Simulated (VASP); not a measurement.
Input of a VASP 6.6.1 run:

POSCAR

```
ZnCd2Se3
1.0
    4.2647078036      0.0000000000      0.0000000000
   -2.1323539018      3.6933452976      0.0000000000
    0.0000000000      0.0000000000     10.5205653365
Zn Cd Se
1 2 3
Direct
    0.6666666667      0.3333333333      0.6674029004
    0.0000000000      0.0000000000      0.9907317194
    0.3333333333      0.6666666667      0.3386085783
    0.0000000000      0.0000000000      0.7363559554
    0.6666666667      0.3333333333      0.4317986594
    0.3333333333      0.6666666667      0.0851021871
```

Contents of INCAR.step1:

```
ALGO     = Normal         # electronic algorithm
EDIFF    = 1E-4           # SCF threshold, eV
ENCUT    = 520            # plane-wave cutoff, eV
GGA      = PE             # functional
ISMEAR   = 0              # smearing method
LASPH    = True           # aspherical terms in the spheres
LCHARG   = False          # write CHGCAR
LREAL    = False          # projectors in reciprocal space
LWAVE    = True           # write WAVECAR
NBANDS   = 36             # bands
NELM     = 80             # most SCF steps
PREC     = Accurate       # precision mode
SIGMA    = 0.02           # smearing width, eV
```

File INCAR.step2:

```
ALGO     = Normal         # electronic algorithm
EDIFF    = 1E-6           # SCF threshold, eV
ENCUT    = 520            # plane-wave cutoff, eV
ISIF     = 2              # what is computed and relaxed
ISMEAR   = 0              # smearing method
ISTART   = 1            
LASPH    = True           # aspherical terms in the spheres
LCHARG   = True           # write CHGCAR
LELF     = True           # ELF
LMIXTAU  = True         
LREAL    = False          # projectors in reciprocal space
LVHAR    = True         
LWAVE    = False          # write WAVECAR
METAGGA  = R2SCAN         # meta-GGA
NBANDS   = 36             # bands
NELM     = 80             # most SCF steps
PREC     = Accurate       # precision mode
SIGMA    = 0.02           # smearing width, eV
```

Contents of KPOINTS:

```
k-points
0
Gamma
  12 12 4
```

Potentials or basis: VASP PAW PBE potentials, release 64 (Zn, Cd, Se).

Run with:

```bash
$ cat potpaw_PBE.64/Zn/POTCAR potpaw_PBE.64/Cd/POTCAR potpaw_PBE.64/Se/POTCAR > POTCAR
$ cp INCAR.step1 INCAR
$ mpirun -np 1 vasp_std > vasp.out
$ cp INCAR.step2 INCAR
$ mpirun -np 1 vasp_std > vasp.out
```

Question: Estimate the largest force.

Answer: 0.062 eV/Å.

Question: Estimate the pressure.

Answer: -1.5 GPa.

Forces on the atoms (eV/Å):
```
Zn   0.000  0.000 -0.057
Cd   0.000  0.000  0.005
Cd   0.000  0.000  0.015
Se   0.000  0.000 -0.019
Se   0.000  0.000  0.062
Se   0.000  0.000 -0.005
```

Caveat: the PAW data sets were made with another functional, which shifts forces and pressure a little.
